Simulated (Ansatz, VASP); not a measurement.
# Two plane-wave programs on HfSnO4

```
CELL_PARAMETERS angstrom
3.56429 0.00000 0.00000
0.00000 3.56429 0.00000
0.00000 0.00000 5.33823
ATOMIC_POSITIONS crystal
Hf 0.50000 0.50000 0.50000
Sn 0.00000 0.00000 0.00000
O 0.50000 0.00000 0.68195
O 0.00000 0.50000 0.81563
O 0.00000 0.50000 0.31805
O 0.50000 0.00000 0.18437
```

Alike in both runs: task single point; functional r2SCAN; k mesh 8 × 8 × 6; no spin polarisation.

|  | VASP | Ansatz |
| --- | --- | --- |
| version | VASP 6.6.1 | Ansatz 0.2.0 |
| potentials or method | VASP PAW PBE potentials, release 64 (Hf_pv, Sn_d, O) | plane waves, PAW |
| plane-wave cutoff (eV) | 520 | 500 |
| occupations | gaussian, width 0.01 eV | fixed |
| valence electrons in the cell | 48 | 64 |

|  | VASP | Ansatz | Ansatz less VASP |
| --- | --- | --- | --- |
| gap on the k mesh at the Fermi level (eV) | 2.58 | 2.58 | -0.004 |
| pressure (GPa) | -1.1 | 0.0 | +1.09 |
| rms of the force components (eV/Å) | 0.076 | 0.000 | -0.0751 |

VASP's potentials were made for PBE, not for r2SCAN. Atom by atom the forces differ by 0.075 eV/Å (rms over components). VASP's potentials hold 48 valence electrons a cell and Ansatz's 64, so a difference there can come from the potentials and not from the codes.

Spin-orbit coupling is off throughout.
